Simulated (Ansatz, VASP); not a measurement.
**MoS2 in VASP and in Ansatz**

```
Mo S
1.0
     3.14972    0.00000    0.00000
    -1.57486    2.72774    0.00000
     0.00000    0.00000    6.48135
Mo S
1 2
Direct
  0.00000 0.00000 0.00000
  0.33333 0.66667 0.23567
  0.33333 0.66667 0.76433
```

Change from the starting cell: strain -0.0250 x Voigt [0, 0, 1, 0, 0, 0], atoms carried along.

Alike in both runs: task single point; functional PBE; dispersion D3(BJ); k mesh 12 × 12 × 4; occupations gaussian, width 0.05 eV; no spin polarisation.

```csv
,VASP,Ansatz
version,VASP 6.6.1,Ansatz 0.2.0
potentials or method,"VASP PAW PBE potentials, release 64 (Mo_sv, S), cutoff 520 eV","scalar-relativistic, plane waves, PAW"
valence electrons in the cell,26,26
```

|  | VASP | Ansatz | Ansatz less VASP |
| --- | --- | --- | --- |
| gap on the k mesh at the Fermi level (eV) | 1.02 | 1.01 | -0.017 |
| least direct gap on the mesh (eV) | 1.69 | 1.68 | -0.004 |
| pressure (GPa) | 3.9 | 4.1 | +0.15 |
| traceless stress, the component that is largest in VASP (GPa) | 3.25 | 3.31 | +0.054 |
| rms of the force components (eV/Å) | 0.342 | 0.350 | +0.0078 |

Atom by atom the forces differ by 0.008 eV/Å (rms over components).
